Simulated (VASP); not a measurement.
A run of VASP 6.6.1 is set up as follows.

File POSCAR:

```
SnO2
1.0
   -1.9995434675      1.9995434675      5.1020851542
    1.9995434675     -1.9995434675      5.1020851542
    1.9995434675      1.9995434675     -5.1020851542
Sn O
2 4
Direct
    0.7500000000      0.2500000000      0.5000000000
    0.0000000000      0.0000000000      0.0000000000
    0.7963663279      0.7963663279      0.0000000000
    0.9536336721      0.4536336721      0.5000000000
    0.2036336721      0.2036336721      0.0000000000
    0.5463663279      0.0463663279      0.5000000000
```

INCAR.step1

```
SYSTEM = SnO2
PREC = Accurate ; ENCUT = 520
ISMEAR = 0 ; SIGMA = 0.05
LREAL = .False. ; LASPH = .True.
NELM = 60 ; NBANDS = 35
GGA = PE ; ALGO = Normal
EDIFF = 1E-4 ; LWAVE = .True.
LCHARG = .False.
```

File INCAR.step2:

```
SYSTEM = SnO2
PREC = Accurate ; ENCUT = 520
EDIFF = 1E-6 ; ISMEAR = 0
SIGMA = 0.05 ; LREAL = .False.
LASPH = .True. ; NELM = 60
ALGO = Normal ; ISIF = 2
LWAVE = .False. ; LCHARG = .True.
METAGGA = R2SCAN ; LMIXTAU = .True.
LELF = .True. ; LVHAR = .True.
NBANDS = 35 ; ISTART = 1
```

The input KPOINTS:

```
Automatic mesh
0
Gamma
  8 8 8
  0 0 0
```

Potentials or basis: VASP PAW PBE potentials, release 64 (Sn_d, O).

Launch:

```sh
$ cat potpaw_PBE.64/Sn_d/POTCAR potpaw_PBE.64/O/POTCAR > POTCAR
$ cp INCAR.step1 INCAR
$ mpirun -np 1 vasp_std > vasp.out
$ cp INCAR.step2 INCAR
$ mpirun -np 1 vasp_std > vasp.out
```

Predict the band gap on the k mesh.

2.35 eV (least direct gap 2.77 eV).

What does it give for the largest force?

0.044 eV/Å.

Estimate the pressure.

1.0 GPa.

Stress tensor (GPa, compression positive):
```
0.87 0.00 0.00
0.00 0.87 0.00
0.00 0.00 1.30
```

Caveat: the PAW data sets were made with another functional, which shifts forces and pressure a little; spin-orbit coupling is left out, which moves the levels of the heavy elements. A k mesh can miss the band edges.
